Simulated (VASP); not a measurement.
MoS2, 3 atoms in the cell. It takes space group P-6m2 (No. 187, hexagonal). Conventional cell: a = 3.150 Å, b = 3.150 Å, c = 6.647 Å, α = 90.00°, β = 90.00°, γ = 120.00°. Mo (site symmetry -6m2) has 6 S at 2.40 Å and 6 Mo at 3.15 Å within 3.2 Å. S (site symmetry 3m) has 3 Mo at 2.40 Å and 7 S at 3.13 to 3.15 Å within 3.2 Å. 

```yaml
Program: VASP 6.6.1
Task: single point
Functional: PBE
Dispersion: D3(BJ)
Potentials_or_basis: VASP PAW PBE potentials, release 64 (Mo_sv, S)
Cutoff: 520 eV
k_mesh: 12 × 12 × 4
Occupations: gaussian, width 0.02 eV
Spin: no spin polarisation
Dipole_correction: no
Further_INCAR_settings: ALGO = Normal; EDIFF = 1e-06; NBANDS = 20
```

Potentials or basis: VASP PAW PBE potentials, release 64 (Mo_sv, S).

Run with:

```sh
$ cat potpaw_PBE.64/Mo_sv/POTCAR potpaw_PBE.64/S/POTCAR > POTCAR
$ mpirun -np 1 vasp_std > vasp.out
```

Hardware: 1 thread of Intel Xeon 8259CL (shared host).

Task: Estimate the wall time of this run.

Result: It took 2.2 min on 1 thread of Intel Xeon 8259CL, on a shared host, peak memory 0.22 GiB. Counts: scf iterations 15, k points 57.
